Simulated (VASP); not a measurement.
# TaPb (F-43m) in VASP: a series of runs

TaPb is run at these levels: PBE; tasks: single point, relaxation of cell and atoms.

Program: VASP 6.6.1. These are calculated values, not measurements. Logs are shortened: lines on timing, memory, paths and dates and some standing lists are left out, and cuts for length are marked.

## Step 1: The cell of the first run

The structure is cubic, space group F-43m (No. 216). Conventional cell: a = 6.416 Å, b = 6.416 Å, c = 6.416 Å, α = 90.00°, β = 90.00°, γ = 90.00°. Ta (site symmetry -43m) has 4 Pb at 2.78 Å within 3.7 Å. Within 3.7 Å of Pb (site symmetry -43m) lie 4 Ta at 2.78 Å.

The cell was built from a structure type or drawn by symmetry, and may not be a known phase.

## Step 2: Single point, PBE

Input file INCAR:

```
SYSTEM = TaPb
PREC = Accurate
ENCUT = 520
EDIFF = 1E-6
ISMEAR = 0
SIGMA = 0.1
LREAL = .FALSE.
LASPH = .TRUE.
NELM = 60
ALGO = Normal
ISIF = 2
LWAVE = .FALSE.
LCHARG = .FALSE.
GGA = PE
NBANDS = 20
```

Input file KPOINTS:

```
Automatic mesh
0
G
  6 6 6
  0 0 0
```

Input file POSCAR:

```
TaPb
1.0
    0.0000000000      3.2080677763      3.2080677763
    3.2080677763      0.0000000000      3.2080677763
    3.2080677763      3.2080677763      0.0000000000
Ta Pb
1 1
Direct
    0.0000000000      0.0000000000      0.0000000000
    0.2500000000      0.2500000000      0.2500000000
```

Potentials or basis: VASP PAW PBE potentials, release 64 (Ta_pv, Pb_d).

Started as:

```bash
$ cat potpaw_PBE.64/Ta_pv/POTCAR potpaw_PBE.64/Pb_d/POTCAR > POTCAR
$ mpirun -np 1 vasp_std > vasp.out
```

OUTCAR:

```text
SYSTEM = TaPb
   PREC = Accurate
   ENCUT = 520
   EDIFF = 1E-6
   ISMEAR = 0
   LREAL = .FALSE.
   LASPH = .TRUE.
   NELM = 60
   ISIF = 2
   GGA = PE

 ion  position               nearest neighbor table
   1  0.000  0.000  0.000-   2 2.78   2 2.78   2 2.78   2 2.78
   2  0.250  0.250  0.250-   1 2.78   1 2.78   1 2.78   1 2.78

  LATTYP: Found a face centered cubic cell.
 ALAT       =     6.4161355526

  Lattice vectors:

 A1 = (   0.0000000000,   3.2080677763,   3.2080677763)
 A2 = (   3.2080677763,   0.0000000000,   3.2080677763)
 A3 = (   3.2080677763,   3.2080677763,   0.0000000000)

Analysis of symmetry for initial positions (statically):
=====================================================================
 Subroutine PRICEL returns:
 Original cell was already a primitive cell.

 Routine SETGRP: Setting up the symmetry group for a
 face centered cubic supercell.

 Subroutine GETGRP returns: Found 24 space group operations
 (whereof 24 operations were pure point group operations)
 out of a pool of 48 trial point group operations.

The static configuration has the point symmetry T_d .

Analysis of symmetry for dynamics (positions and initial velocities):
=====================================================================
 Subroutine PRICEL returns:
 Original cell was already a primitive cell.

 Routine SETGRP: Setting up the symmetry group for a
 face centered cubic supercell.

 Subroutine GETGRP returns: Found 24 space group operations
 (whereof 24 operations were pure point group operations)
 out of a pool of 48 trial point group operations.

The dynamic configuration has the point symmetry T_d .

 Subroutine INISYM returns: Found 24 space group operations
 (whereof 24 operations are pure point group operations),
 and found     1 'primitive' translations

----------------------------------------------------------------------------------------

                                     Primitive cell

  volume of cell :      66.0329

  direct lattice vectors                    reciprocal lattice vectors
     0.000000000  3.208067776  3.208067776    -0.155857056  0.155857056  0.155857056
     3.208067776  0.000000000  3.208067776     0.155857056 -0.155857056  0.155857056
     3.208067776  3.208067776  0.000000000     0.155857056  0.155857056 -0.155857056

  length of vectors
     4.536892958  4.536892958  4.536892958     0.269952340  0.269952340  0.269952340

  position of ions in fractional coordinates (direct lattice)
     0.000000000  0.000000000  0.000000000
     0.250000000  0.250000000  0.250000000

  ion indices of the primitive-cell ions
   primitive index   ion index
                 1           1
                 2           2

----------------------------------------------------------------------------------------

 KPOINTS: Automatic mesh

Automatic generation of k-mesh.
 Grid dimensions read from file:
 generate k-points for:    6    6    6

 Generating k-lattice:

  Cartesian coordinates                     Fractional coordinates (reciprocal lattice)
    -0.025976176  0.025976176  0.025976176     0.166666667  0.000000000  0.000000000
     0.025976176 -0.025976176  0.025976176     0.000000000  0.166666667  0.000000000
     0.025976176  0.025976176 -0.025976176     0.000000000  0.000000000  0.166666667

  Length of vectors
     0.044992057  0.044992057  0.044992057

  Shift w.r.t. Gamma in fractional coordinates (k-lattice)
     0.000000000  0.000000000  0.000000000

 Subroutine IBZKPT returns following result:
 ===========================================

 Found     16 irreducible k-points:

 Following reciprocal coordinates:
            Coordinates               Weight
  0.000000  0.000000  0.000000      1.000000
  0.166667  0.000000  0.000000      8.000000
  0.333333  0.000000  0.000000      8.000000
  0.500000  0.000000  0.000000      4.000000
  0.166667  0.166667  0.000000      6.000000
  0.333333  0.166667  0.000000     24.000000
[... 8 lines left out ...]
 -0.333333  0.333333  0.166667     24.000000
 -0.333333  0.500000  0.166667     12.000000
   k-points           NKPTS =     16   k-points in BZ     NKDIM =     16   number of bands    NBANDS=     20
   number of dos      NEDOS =    301   number of ions     NIONS =      2
   total plane-waves  NPLWV =  46656
   dimension x,y,z NGX =    36 NGY =   36 NGZ =   36
   dimension x,y,z NGXF=    72 NGYF=   72 NGZF=   72
   ions per type =               1   1
   NGX,Y,Z   is equivalent  to a cutoff of  13.19, 13.19, 13.19 a.u.
   NGXF,Y,Z  is equivalent  to a cutoff of  26.38, 26.38, 26.38 a.u.
 SYSTEM =  TaPb
   PREC   = accura    normal or accurate (medium, high low for compatibility)
   ISTART =      0    job   : 0-new  1-cont  2-samecut
   ICHARG =      2    charge: 1-file 2-atom 10-const
   ISPIN  =      1    spin polarized calculation?
   LNONCOLLINEAR =      F non collinear calculations
   LSORBIT =      F    spin-orbit coupling
   LASPH  =      T    aspherical Exc in radial PAW
   ENCUT  =  520.0 eV  38.22 Ry    6.18 a.u.   8.44  8.44  8.44*2*pi/ulx,y,z
   NELM   =     60;   NELMIN=  2; NELMDL= -5     # of ELM steps
   EDIFF  = 0.1E-05   stopping-criterion for ELM
   LREAL  =      F    real-space projection
   EDIFFG = 0.1E-04   stopping-criterion for IOM
   NSW    =      0    number of steps for IOM
   IBRION =     -1    ionic relax: 0-MD 1-quasi-New 2-CG
   NFREE  =      0    steps in history (QN), initial steepest desc. (CG)
   ISIF   =      2    stress and relaxation
   ISYM   =      2    0-nonsym 1-usesym 2-fastsym
   POTIM  = 0.5000    time-step for ionic-motion
   TEBEG  =    0.0;   TEEND  =   0.0 temperature during run
   PSTRESS=    0.0 pullay stress
   NELECT =      25.0000    total number of electrons
   NUPDOWN=      -1.0000    fix difference up-down
   EMIN   =  10.00;   EMAX   =-10.00  energy-range for DOS
   EFERMI =   0.00;   METHOD = LEGACY
   ISMEAR =     0;   SIGMA  =   0.10  broadening in eV -4-tet -1-fermi 0-gaus
   EFERMI_NEDOS =   21; number of points for ismear=-14 and -15
   IALGO  =     38    algorithm
   IMIX   =      4    mixing-type and parameters
     AMIX     =   0.40;   BMIX     =  1.00
     AMIX_MAG =   1.60;   BMIX_MAG =  1.00
  volume/ion in A,a.u.               =      33.02       222.81
  Fermi-wavevector in a.u.,A,eV,Ry     =   1.184317  2.238035 19.083624  1.402607
  Thomas-Fermi vector in A             =   2.320534
   LORBIT       =      0    0 simple, 1 ext, 2 COOP (PROOUT), +10 PAW based schemes
   GGA     = PE    functional components
   LHFCALC =     F    Hartree Fock is set to
   AEXX    =    0.0000 exact exchange contribution
   IVDW    =     0    specifies the selected vdW correction
   LEPSILON=     F    determine dielectric tensor
   LRPA    =     F    only Hartree local field effects (RPA)
 non-spin polarized calculation
 Gauss-broadening in eV      SIGMA  =   0.10
  energy-cutoff  :      520.00
  volume of cell :       66.03
 maximum number of plane-waves:      1807
 NGX is ok and might be reduce to    36
   NGX = 17   NGY = 17   NGZ = 17

 number of electron      24.9999999 magnetization

 Free energy of the ion-electron system (eV)
  ---------------------------------------------------
  ext. energy  EPLUGINS =         0.00000000
  ---------------------------------------------------
  free energy    TOTEN  =       -11.57102604 eV

  energy without entropy =      -11.55681682  energy(sigma->0) =      -11.56392143

 E-fermi :   3.8503     XC(G=0):  -9.4296

 val. band max:        3.8327457904   @ k =   0.5000   0.3333   0.1667
 cond. band min:       3.8573056152   @ k =   0.3333   0.1667   0.0000
 fundamental gap:      0.0245598247
 Fermi energy:         3.8503461661

 k-point     1 :       0.0000    0.0000    0.0000
  band No.  band energies     occupation
      1     -31.6272      2.00000
      2     -31.6272      2.00000
      3     -31.6272      2.00000
      4     -12.5601      2.00000
      5     -12.5601      2.00000
      6     -12.5601      2.00000
[... 12 lines left out ...]
     19      10.6475      0.00000
     20      10.6475      0.00000

 k-point     2 :       0.1667    0.0000    0.0000
  band No.  band energies     occupation
      1     -31.6289      2.00000
      2     -31.6273      2.00000
      3     -31.6273      2.00000
      4     -12.5693      2.00000
      5     -12.5617      2.00000
      6     -12.5617      2.00000
[... 12 lines left out ...]
     19      10.9810      0.00000
     20      11.5146      0.00000

 k-point     3 :       0.3333    0.0000    0.0000
  band No.  band energies     occupation
      1     -31.6324      2.00000
      2     -31.6275      2.00000
      3     -31.6275      2.00000
      4     -12.5880      2.00000
      5     -12.5627      2.00000
      6     -12.5627      2.00000
[... 12 lines left out ...]
     19      11.5111      0.00000
     20      12.3618      0.00000

 k-point     4 :       0.5000    0.0000    0.0000
  band No.  band energies     occupation
      1     -31.6342      2.00000
      2     -31.6277      2.00000
      3     -31.6277      2.00000
      4     -12.5976      2.00000
      5     -12.5622      2.00000
      6     -12.5622      2.00000
[... 12 lines left out ...]
     19      11.8383      0.00000
     20      12.6589      0.00000

 k-point     5 :       0.1667    0.1667    0.0000
  band No.  band energies     occupation
      1     -31.6292      2.00000
      2     -31.6275      2.00000
      3     -31.6275      2.00000
      4     -12.5764      2.00000
      5     -12.5600      2.00000
      6     -12.5600      2.00000
[... 12 lines left out ...]
     19      10.2201      0.00000
     20      12.2613      0.00000
[... 169 lines left out ...]
      6     -12.5601      2.00000
[... 12 lines left out ...]
     19      10.1950      0.00000
     20      16.0419      0.00000

 k-point    14 :       0.5000    0.3333    0.1667
  band No.  band energies     occupation
      1     -31.6328      2.00000
      2     -31.6293      2.00000
      3     -31.6280      2.00000
      4     -12.5942      2.00000
      5     -12.5706      2.00000
      6     -12.5643      2.00000
[... 12 lines left out ...]
     19      10.7761      0.00000
     20      11.9884      0.00000

 k-point    15 :      -0.3333    0.3333    0.1667
  band No.  band energies     occupation
      1     -31.6330      2.00000
      2     -31.6303      2.00000
      3     -31.6282      2.00000
      4     -12.5908      2.00000
      5     -12.5813      2.00000
      6     -12.5647      2.00000
[... 12 lines left out ...]
     19      11.7612      0.00000
     20      12.5348      0.00000

 k-point    16 :      -0.3333    0.5000    0.1667
  band No.  band energies     occupation
      1     -31.6337      2.00000
      2     -31.6299      2.00000
      3     -31.6285      2.00000
      4     -12.6014      2.00000
      5     -12.5739      2.00000
      6     -12.5643      2.00000
[... 12 lines left out ...]
     19      11.0675      0.00000
     20      13.1594      0.00000

------------------------ aborting loop because EDIFF is reached ----------------------------------------

  FORCE on cell =-STRESS in cart. coord.  units (eV):
  Direction    XX          YY          ZZ          XY          YZ          ZX
  --------------------------------------------------------------------------------------
  -------------------------------------------------------------------------------------
  Total        0.0865270      0.0865270      0.0865270      0.0000000     -0.0000000      0.0000000
  in kB        2.0994320      2.0994320      2.0994320      0.0000000     -0.0000000      0.0000000
  external PRESSURE =       2.0994320 kB  Pullay stress =       0.0000000 kB

 VOLUME and BASIS-vectors are now :
 -----------------------------------------------------------------------------
  energy-cutoff  :      520.00
  volume of cell :       66.03
      direct lattice vectors                 reciprocal lattice vectors
     0.000000000  3.208067776  3.208067776    -0.155857056  0.155857056  0.155857056
     3.208067776  0.000000000  3.208067776     0.155857056 -0.155857056  0.155857056
     3.208067776  3.208067776  0.000000000     0.155857056  0.155857056 -0.155857056

 POSITION                                       TOTAL-FORCE (eV/Angst)
 -----------------------------------------------------------------------------------
      0.00000      0.00000      0.00000         0.000000     -0.000000      0.000000
      1.60403      1.60403      1.60403        -0.000000      0.000000     -0.000000
 -----------------------------------------------------------------------------------
    total drift:                                0.000000      0.000000      0.000000

  FREE ENERGIE OF THE ION-ELECTRON SYSTEM (eV)
  ---------------------------------------------------
  free  energy   TOTEN  =       -11.5710260365 eV

  energy  without entropy=      -11.5568168189  energy(sigma->0) =      -11.56392143
```

Run time: 22 s. Hardware: 1 thread of Oxide Virtual Turin-like, shared host; peak memory 0.18 GiB.

What came out:

```yaml
Free_energy: -11.5710 eV
Pressure: 0.2 GPa
Band_gap_on_the_k_mesh: zero (an odd number of electrons rules out a gap without spin polarisation)
```

Levels at points of the mesh, in eV from the Fermi level:
```
           k point  band 8  band 9  band 10  band 11  band 12  band 13  band 14  band 15  band 16  band 17
(0.00, 0.00, 0.00)  -16.35   -9.78    -1.85    -1.85    -1.85     0.34     0.34     2.62     6.49     6.49
(0.50, 0.00, 0.00)  -16.34   -8.69    -3.41    -1.55    -1.55     0.41     0.50     0.50     3.59     3.59
(0.50, 0.50, 0.00)  -16.33   -8.28    -3.76    -0.66    -0.66    -0.47     0.32     0.49     1.32     1.32
```

Caveat: spin-orbit coupling is left out, which moves the levels of the heavy elements.

## Step 3: Relaxation of cell and atoms, PBE

This run uses another cell than the first one, of 21.91 Å³/atom.

Input file INCAR:

```
SYSTEM = TaPb
PREC = Accurate
ENCUT = 600
EDIFF = 1E-7
ISMEAR = 0
SIGMA = 0.1
LREAL = .FALSE.
LASPH = .TRUE.
NELM = 60
ALGO = Fast
ISIF = 3
LWAVE = .FALSE.
LCHARG = .FALSE.
GGA = PE
IBRION = 2
NSW = 90
EDIFFG = -0.04
```

KPOINTS is that of step 2.

Input file POSCAR:

```
TaPb
1.0
    0.0000000000      2.7982642600      2.7982642600
    2.7982642600      0.0000000000      2.7982642600
    2.7982642600      2.7982642600      0.0000000000
Ta Pb
1 1
Direct
    0.0000000000      0.0000000000      0.0000000000
    0.2500000000      0.2500000000      0.2500000000
```

Potentials or basis: VASP PAW PBE potentials, release 64 (Ta_pv, Pb_d).

Started as:

```bash
$ cat potpaw_PBE.64/Ta_pv/POTCAR potpaw_PBE.64/Pb_d/POTCAR > POTCAR
$ mpirun -np 1 vasp_std > vasp.out
```

Run time: 4.1 min. Hardware: 1 thread of Oxide Virtual Turin-like, shared host; peak memory 0.16 GiB.

It converged, with:

```yaml
Free_energy: -11.5645 eV
Relaxed_volume: 33.25 Å³/atom
Relaxed_cell: a = 4.547 Å, b = 4.547 Å, c = 4.547 Å, α = 60.00°, β = 60.00°, γ = 60.00°
Space_group_after_relaxing_to_0.1_Å: F-43m (No. 216)
Energy_gained_by_relaxing: 1505.7 meV/atom
Ionic_steps: 7
Pressure_after_relaxing: -0.2 GPa
Band_gap_on_the_k_mesh: zero (an odd number of electrons rules out a gap without spin polarisation)
```

The path:
```
step  energy change (eV)  largest force (eV/Å)  pressure (GPa)  volume (Å³)
   1              0.0000                0.0000           62.89        43.82
   2              0.7421                0.0000           -7.39       124.13
   3             -1.2704                0.0000           -8.78        98.80
   4             -2.5118                0.0000           -7.77        82.90
   5             -2.9317                0.0000            5.53        61.30
   6             -3.0012                0.0000           -1.64        68.26
   7             -3.0114                0.0000           -0.16        66.49
```

Final structure:
```
Ta Pb
1.0
     0.00000    3.21546    3.21546
     3.21546    0.00000    3.21546
     3.21546    3.21546    0.00000
Ta Pb
1 1
Cartesian
  0.0000 0.0000 0.0000
  1.6077 1.6077 1.6077
```

Levels at points of the mesh, in eV from the Fermi level:
```tsv
k point	band 8	band 9	band 10	band 11	band 12	band 13	band 14	band 15	band 16
(0.00, 0.00, 0.00)	-16.35	-9.75	-1.84	-1.84	-1.84	0.33	0.33	2.58	6.44
(0.50, 0.00, 0.00)	-16.34	-8.68	-3.39	-1.54	-1.54	0.40	0.49	0.49	3.57
(0.50, 0.50, 0.00)	-16.32	-8.27	-3.74	-0.66	-0.66	-0.46	0.31	0.49	1.31
```

Caveat: the volume moved by over 15 % at a fixed basis, so the end points are rough; spin-orbit coupling is left out, which moves the levels of the heavy elements.

## Step 4: Single point, PBE

This run uses another cell than the first one, of 33.18 Å³/atom.

Input file INCAR:

```
SYSTEM = TaPb
PREC = Accurate ; ENCUT = 520
EDIFF = 1E-7 ; ISMEAR = 0
SIGMA = 0.1 ; LREAL = .FALSE.
LASPH = .TRUE. ; NELM = 80
ALGO = Fast ; ISIF = 2
LWAVE = .FALSE. ; LCHARG = .TRUE.
GGA = PE ; LELF = .TRUE.
LVHAR = .TRUE. ; NBANDS = 20
```

Input file KPOINTS:

```
regular mesh
0
G
  16 16 16
  0 0 0
```

Input file POSCAR:

```
TaPb
1.0
    0.0000000000      3.2132162906      3.2132162906
    3.2132162906      0.0000000000      3.2132162906
    3.2132162906      3.2132162906      0.0000000000
Ta Pb
1 1
Direct
    0.0000000000      0.0000000000      0.0000000000
    0.7500000000      0.7500000000      0.7500000000
```

Potentials or basis: VASP PAW PBE potentials, release 64 (Ta_pv, Pb_d).

Started as:

```bash
$ cat potpaw_PBE.64/Ta_pv/POTCAR potpaw_PBE.64/Pb_d/POTCAR > POTCAR
$ mpirun -np 1 vasp_std > vasp.out
```

OUTCAR:

```text
SYSTEM = TaPb
   PREC = Accurate
   ENCUT = 520
   EDIFF = 1E-7
   ISMEAR = 0
   LREAL = .FALSE.
   LASPH = .TRUE.
   NELM = 80
   ISIF = 2
   GGA = PE

 ion  position               nearest neighbor table
   1  0.000  0.000  0.000-   2 2.78   2 2.78   2 2.78   2 2.78
   2  0.750  0.750  0.750-   1 2.78   1 2.78   1 2.78   1 2.78

  LATTYP: Found a face centered cubic cell.
 ALAT       =     6.4264325812

  Lattice vectors:

 A1 = (   0.0000000000,   3.2132162906,   3.2132162906)
[... 739 lines left out ...]

------------------------ aborting loop because EDIFF is reached ----------------------------------------

  FORCE on cell =-STRESS in cart. coord.  units (eV):
  Direction    XX          YY          ZZ          XY          YZ          ZX
  --------------------------------------------------------------------------------------
  -------------------------------------------------------------------------------------
  Total       -0.0291067     -0.0291067     -0.0291067     -0.0000000     -0.0000000     -0.0000000
  in kB       -0.7028348     -0.7028348     -0.7028348     -0.0000000     -0.0000000     -0.0000000
  external PRESSURE =      -0.7028348 kB  Pullay stress =       0.0000000 kB

 VOLUME and BASIS-vectors are now :
 -----------------------------------------------------------------------------
  energy-cutoff  :      520.00
  volume of cell :       66.35
      direct lattice vectors                 reciprocal lattice vectors
     0.000000000  3.213216291  3.213216291    -0.155607328  0.155607328  0.155607328
     3.213216291  0.000000000  3.213216291     0.155607328 -0.155607328  0.155607328
     3.213216291  3.213216291  0.000000000     0.155607328  0.155607328 -0.155607328

 POSITION                                       TOTAL-FORCE (eV/Angst)
 -----------------------------------------------------------------------------------
      0.00000      0.00000      0.00000        -0.000000     -0.000000     -0.000000
      4.81982      4.81982      4.81982         0.000000      0.000000      0.000000
 -----------------------------------------------------------------------------------
    total drift:                               -0.000000     -0.000000     -0.000000

  FREE ENERGIE OF THE ION-ELECTRON SYSTEM (eV)
  ---------------------------------------------------
  free  energy   TOTEN  =       -11.5709459382 eV

  energy  without entropy=      -11.5580746851  energy(sigma->0) =      -11.56451031
```

stdout:

```text
POSCAR found type information on POSCAR TaPb
 POSCAR found :  2 types and       2 ions
 scaLAPACK will be used
 LDA part: xc-table for (Slater+PW92), standard interpolation
 POSCAR, INCAR and KPOINTS ok, starting setup
 FFT: planning ... GRIDC
 FFT: planning ... GRID_SOFT
 FFT: planning ... GRID
 WAVECAR not read
 entering main loop
WARNING in EDDRMM: call to ZHEGV failed, returncode =   8  4     20
```

Run time: 7.9 min. Hardware: 1 thread of Oxide Virtual Turin-like, shared host; peak memory 0.32 GiB.

What came out:

| Item | Value |
| --- | --- |
| Free energy | -11.5709 eV |
| Pressure | -0.1 GPa |
| Band gap on the k mesh | zero (an odd number of electrons rules out a gap without spin polarisation) |

Caveat: spin-orbit coupling is left out, which moves the levels of the heavy elements.

(Continued in part 2 of 2.)
